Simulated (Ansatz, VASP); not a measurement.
One calculation of Ir, two programs

INCAR

```
  PREC = Accurate
  ENCUT = 500
  EDIFF = 1E-6
  ISMEAR = 1
  SIGMA = 0.011
  LREAL = F
  LASPH = T
  NELM = 120
  ALGO = Normal
  ISIF = 2
  LWAVE = F
  LCHARG = T
  GGA = RE
  LELF = T
  LVHAR = T
  NBANDS = 10
  GGA_COMPAT = F
```

KPOINTS

```
Automatic mesh
0
Gamma
  10 10 10
```

The input POSCAR:

```
Ir
1.0
    0.0000000000      1.9269646676      1.9269646676
    1.9269646676      0.0000000000      1.9269646676
    1.9269646676      1.9269646676      0.0000000000
Ir
1
Direct
    0.0000000000      0.0000000000      0.0000000000
```

Input for Ansatz:

```yaml
crystal:
  lattice:
    - [0.0, 1.9269646676, 1.9269646676]
    - [1.9269646676, 0.0, 1.9269646676]
    - [1.9269646676, 1.9269646676, 0.0]
  atoms:
    - { symbol: Ir, position: [0.0, 0.0, 0.0] }
basis:
  ecutwfc: 420
kpoints:
  mp_grid: { grid: [10, 10, 10] }
hamiltonian:
  xc: revpbe
scf:
  occupations: { method: cold, width: 0.011 }
  eigensolver: { kind: davidson, full_accuracy: true }
  max_iter: 92
output:
  forces: true
  stress: true
  eigenvalues: true
  dos: { method: smearing }
```

Alike in both runs: task single point; functional revPBE; k mesh 10 × 10 × 10; no spin polarisation.

|  | VASP | Ansatz |
| --- | --- | --- |
| version | VASP 6.6.1 | Ansatz 0.2.0 |
| potentials or method | VASP PAW PBE potentials, release 64 (Ir), cutoff 500 eV | scalar-relativistic, plane waves, PAW |
| occupations | methfessel-paxton of order 1, width 0.011 eV | cold, width 0.011 eV |
| valence electrons in the cell | 9 | 17 |

|  | VASP | Ansatz | Ansatz less VASP |
| --- | --- | --- | --- |
| gap on the k mesh at the Fermi level (eV) | none | none | - |
| pressure (GPa) | 8.1 | 7.7 | -0.42 |

VASP's potentials were made for PBE, not for revPBE. A gap of «none» marks a metal or a gap that the smearing closes. VASP's potentials hold 9 valence electrons a cell and Ansatz's 17, so a difference there can come from the potentials and not from the codes.

Spin-orbit coupling is off throughout.
